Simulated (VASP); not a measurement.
Write the native input for VASP 6.6.1 that does the following.

```yaml
Task: single point
Functional: B3LYP5
Potentials_or_basis: VASP PAW PBE potentials, release 64 (Hf_pv)
Cutoff: 520 eV
k_mesh: 5 × 5 × 3
Occupations: fermi-dirac, width 0.05 eV
Spin: no spin polarisation
Dipole_correction: no
Grid_for_exact_exchange_PRECFOCK: Normal
Further_INCAR_settings: ALGO = Normal; EDIFF = 1e-06; NBANDS = 17
Share_of_exact_exchange: 0.2
```

The system is Hf.

```
CELL_PARAMETERS angstrom
3.15350 0.00000 0.00000
-1.57675 2.73101 0.00000
0.00000 0.00000 4.98944
ATOMIC_POSITIONS crystal
Hf 0.66667 0.33333 0.75000
Hf 0.33333 0.66667 0.25000
```

These files were run (other wordings do the same):

POSCAR

```
Hf
1.0
    3.1534960552      0.0000000000      0.0000000000
   -1.5767480276      2.7310076946      0.0000000000
    0.0000000000      0.0000000000      4.9894429718
Hf
2
Direct
    0.6666666667      0.3333333333      0.7500000000
    0.3333333333      0.6666666667      0.2500000000
```

INCAR.step1

```
SYSTEM = Hf
ALGO = Normal
EDIFF = 1E-5
ENCUT = 520
GGA = PE
ISIF = 2
ISMEAR = -1
LASPH = .TRUE.
LREAL = .FALSE.
LWAVE = .TRUE.
NBANDS = 17
NELM = 100
PREC = Accurate
SIGMA = 0.05
```

INCAR.step2

```
SYSTEM = Hf
AEXX = 0.2
AGGAC = 0.81
AGGAX = 0.72
ALDAC = 0.19
ALGO = Normal
EDIFF = 1E-6
ENCUT = 520
GGA = B5
ISIF = 2
ISMEAR = -1
ISTART = 1
LASPH = .TRUE.
LCHARG = .TRUE.
LELF = .TRUE.
LHFCALC = .TRUE.
LREAL = .FALSE.
LVHAR = .TRUE.
LWAVE = .FALSE.
NBANDS = 17
NELM = 100
PREC = Accurate
PRECFOCK = Normal
SIGMA = 0.05
```

KPOINTS

```
k-points
0
G
  5 5 3
  0 0 0
```

Potentials or basis: VASP PAW PBE potentials, release 64 (Hf_pv).

Command:

```console
$ cat potpaw_PBE.64/Hf_pv/POTCAR > POTCAR
$ cp INCAR.step1 INCAR
$ mpirun -np 1 vasp_std > vasp.out
$ cp INCAR.step2 INCAR
$ mpirun -np 1 vasp_std > vasp.out
```

Results of the run:

- Pressure: 6.2 GPa
- Band gap on the k mesh: zero (bands 10 and 11 overlap by 1.72 eV)

Caveat: the k points lie up to 0.46 Å⁻¹ apart, too coarse for converged energies and pressures of a metal; the PAW data sets were made with another functional, which shifts forces and pressure a little; spin-orbit coupling is left out, which moves the levels of the heavy elements.

Wall time 16 min on 1 thread of Intel(R) Xeon(R) Platinum 8259CL CPU @ 2.50GHz (Skylake/Cascade Lake), with other jobs on the host, peak memory 0.17 GiB.
